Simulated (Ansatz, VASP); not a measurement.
# Two plane-wave programs on SnGe7

```xyz
8
Lattice="4.1629 -0.0001 0.0001 -0.0002 4.1628 0.0000 0.0004 -0.0003 11.7536" Properties=species:S:1:pos:R:3 pbc="T T T"
Sn   -0.0010   -0.0010    0.0000
Ge    2.0823    2.0814    8.7141
Ge    0.0009    2.0808    7.2937
Ge    2.0818    2.0822    3.0394
Ge    2.0816    0.0008    4.4599
Ge    2.0809    0.0000   10.1241
Ge    0.0003    2.0805    1.6295
Ge    0.0002   -0.0005    5.8768
```

Change from the starting cell: cell x1, atoms moved at random (sigma 0.1 Å) and cell strained at random (1.5 %), then relaxed without symmetry.

Alike in both runs: functional PBE; k mesh 6 × 6 × 2; occupations gaussian, width 0.2 eV; no spin polarisation.

Ansatz relaxed the structure, and its values are those at the end. VASP's run is a single point on that final structure, the one shown.

```csv
,VASP,Ansatz
version,VASP 6.6.1,Ansatz 0.2.0
potentials or method,"VASP PAW PBE potentials, release 64 (Sn_d, Ge_d), cutoff 520 eV","scalar-relativistic, plane waves, PAW"
valence electrons in the cell,112,112
```

Ansatz gave:

```
gap on the k mesh at the Fermi level (eV) : none
pressure (GPa)                            : 0.0
```

Q: What did VASP give for the same quantities?

A: gap on the k mesh at the Fermi level (eV): none; pressure (GPa): -0.1.

A gap of «none» marks a metal or a gap that the smearing closes. With one functional, cell and mesh, what is left measures potentials, basis and numerics.
